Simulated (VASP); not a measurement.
Here is a VASP 6.6.1 calculation.

INCAR

```
SYSTEM = SrTiO
PREC = Accurate
ENCUT = 520
EDIFF = 1E-7
ISMEAR = 0
SIGMA = 0.2
LREAL = .False.
LASPH = .True.
NELM = 150
ALGO = Normal
ISIF = 2
LWAVE = .False.
LCHARG = .True.
ISPIN = 2
MAGMOM = 0 0 2.44 2.44 0 0
LORBIT = 11
LMAXMIX = 4
GGA = PE
LELF = .True.
LVHAR = .True.
NBANDS = 41
```

File KPOINTS:

```
Automatic mesh
0
Gamma
  6 4 4
  0 0 0
```

File POSCAR:

```
SrTiO
1.0
    0.0000000000     -3.3789381980      0.0000000000
   -6.7578763960      0.0000000000      0.0000000000
    0.0000000000      0.0000000000     -7.8822339345
Sr Ti O
2 2 2
Direct
    0.5000000000      0.7500000000      0.0000000000
    0.5000000000      0.2500000000      0.0000000000
    0.5000000000      0.7500000000      0.5000000000
    0.5000000000      0.2500000000      0.5000000000
    1.0000000000      0.5000000000      0.0000000000
    1.0000000000      0.0000000000      0.0000000000
```

Potentials or basis: VASP PAW PBE potentials, release 64 (Sr_sv, Ti_sv, O).

Run with:

```bash
$ cat potpaw_PBE.64/Sr_sv/POTCAR potpaw_PBE.64/Ti_sv/POTCAR potpaw_PBE.64/O/POTCAR > POTCAR
$ mpirun -np 1 vasp_std > vasp.out
```

(1) Estimate the net moment.

(2) Predict the site moments.

(3) Estimate the pressure.

Answers

(1) 5.59 μB per cell.

(2) Sr +0.01; Ti +1.87; O +0.01 μB.

(3) 0.3 GPa.
